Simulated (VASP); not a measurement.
Runs of VASP 6.6.1 on Ge. The structure is that of space group Fd-3m (No. 227), or close to it. The cells are those of the table. 

```tsv
cell	gap on the mesh (eV)	pressure (GPa)	largest force (eV/Å)
a = 4.001, b = 4.001, c = 4.025 Å, angles 59.8, 59.8, 59.6°, 2 atoms	0.38	0.7	0.11
a = 4.001, b = 4.001, c = 4.035 Å, angles 59.7, 59.7, 59.4°, 2 atoms	(a)	0.7	0.15
a = 4.000, b = 4.000, c = 4.005 Å, angles 60.0°, 2 atoms	0.40	0.7	0.02
a = 4.000, b = 4.000, c = 4.015 Å, angles 59.9, 59.9, 59.8°, 2 atoms	0.40	0.7	0.07
```

Alike in all rows: task single point; level r2SCAN; potentials or basis VASP PAW PBE potentials, release 64 (Ge_d); no spin polarisation; k mesh 10 × 10 × 10; cutoff (eV) 520; smearing gaussian 0.05 eV.

Task: Estimate the missing entries.

Result: (a) 0.35.

Caveats: semilocal functionals underestimate gaps, and a narrow one can read as zero; the PAW data sets were made with another functional, which shifts forces and pressure a little.

A k mesh can miss the band edges, and the runs leave out spin-orbit coupling on Ge.
